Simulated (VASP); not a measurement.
A run of VASP 6.6.1 is set up as follows.

The input INCAR:

```
SYSTEM = Au
PREC     = Accurate       ! precision mode
ENCUT    = 520            ! plane-wave cutoff, eV
EDIFF    = 1E-6           ! SCF threshold, eV
ISMEAR   = -1             ! smearing method
SIGMA    = 0.1            ! smearing width, eV
LREAL    = .False.        ! projectors in reciprocal space
LASPH    = .True.         ! aspherical terms in the spheres
NELM     = 60             ! most SCF steps
ALGO     = Normal         ! electronic algorithm
ISIF     = 2              ! what is computed and relaxed
LWAVE    = .False.        ! write WAVECAR
LCHARG   = .False.        ! write CHGCAR
GGA      = PE             ! functional
NBANDS   = 18             ! bands
```

Contents of KPOINTS:

```
Automatic mesh
0
Gamma
  6 6 4
  0 0 0
```

POSCAR

```
Au
1.0
    2.9156283372      0.0000000000      0.0000000000
   -1.4578141686      2.5250082080      0.0000000000
    0.0000000000      0.0000000000      4.8851650052
Au
2
Direct
    0.3333333333      0.6666666667      0.2500000000
    0.6666666667      0.3333333333      0.7500000000
```

Potentials or basis: VASP PAW PBE potentials, release 64 (Au).

Launch:

```bash
$ cat potpaw_PBE.64/Au/POTCAR > POTCAR
$ mpirun -np 1 vasp_std > vasp.out
```

**Question.** Predict the band gap on the k mesh.

**Answer.** Zero (band 11 reaches 12.62 eV, above the bottom of band 12 at 6.03 eV).

**Question.** What does it give for the pressure?

**Answer.** 0.6 GPa.

Stress tensor (GPa, compression positive):
```
 2.44  0.00  0.00
 0.00  2.44  0.00
 0.00  0.00 -3.00
```

Caveat: the k points lie up to 0.41 Å⁻¹ apart; spin-orbit coupling is left out, which moves the levels of the heavy elements.
